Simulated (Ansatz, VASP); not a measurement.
K in VASP and in Ansatz

```
K
1.0
    -2.56930    2.56930    2.56930
     2.56930   -2.56930    2.56930
     2.56930    2.56930   -2.56930
K
1
Direct
  0.00000 0.00000 0.00000
```

Alike in both runs: task single point; functional PBE; k mesh 14 × 14 × 14; occupations fermi-dirac, width 0.1 eV; no spin polarisation.

|  | VASP | Ansatz |
| --- | --- | --- |
| version | VASP 6.6.1 | Ansatz 0.2.0 |
| potentials or method | VASP PAW PBE potentials, release 64 (K_sv), cutoff 520 eV | plane waves (420 eV) with PAW, scalar-relativistic |
| valence electrons in the cell | 9 | 9 |

Ansatz gave:

```
pressure (GPa) : 0.4
```

Estimate VASP's values.

pressure (GPa): 0.3.

The functional is the same, so the differences come from potentials, cutoffs and numerics.
